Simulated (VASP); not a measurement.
A run of VASP 6.6.1 is set up as follows.

Contents of INCAR:

```
  ALGO = Normal
  EDIFF = 1E-6
  EDIFFG = -0.005
  ENCUT = 600
  GGA = PE
  IBRION = 2
  ISIF = 3
  ISMEAR = -1
  LASPH = True
  LCHARG = False
  LREAL = False
  LWAVE = False
  NELM = 60
  NSW = 60
  PREC = Accurate
  PSTRESS = 1200.0
  SIGMA = 0.1
```

File KPOINTS:

```
k-points
0
Gamma
  18 18 18
```

File POSCAR:

```
Zn
1.0
    2.1208012382      0.0000000000      0.0000000000
    0.0000000000      2.1208012382      0.0000000000
    0.0000000000      0.0000000000      2.1208012382
Zn
1
Direct
    0.0000000000      0.0000000000      0.0000000000
```

Potentials or basis: VASP PAW PBE potentials, release 64 (Zn).

The run is started by

```sh
$ cat potpaw_PBE.64/Zn/POTCAR > POTCAR
$ mpirun -np 1 vasp_std > vasp.out
```

Q: Estimate the relaxed volume.

A: 10.21 Å³/atom.

Q: Estimate the band gap on the k mesh.

A: Zero (bands 6 and 7 overlap by 10.61 eV).

Q: Predict the space group after relaxing (to 0.1 Å).

A: Pm-3m (No. 221).

Final structure:
```
CELL_PARAMETERS angstrom
2.16927 0.00000 0.00000
0.00000 2.16927 0.00000
0.00000 0.00000 2.16927
ATOMIC_POSITIONS crystal
Zn 0.00000 0.00000 0.00000
```

Caveat: the cell is relaxed towards a set pressure, so the run minimises the enthalpy, not the energy.
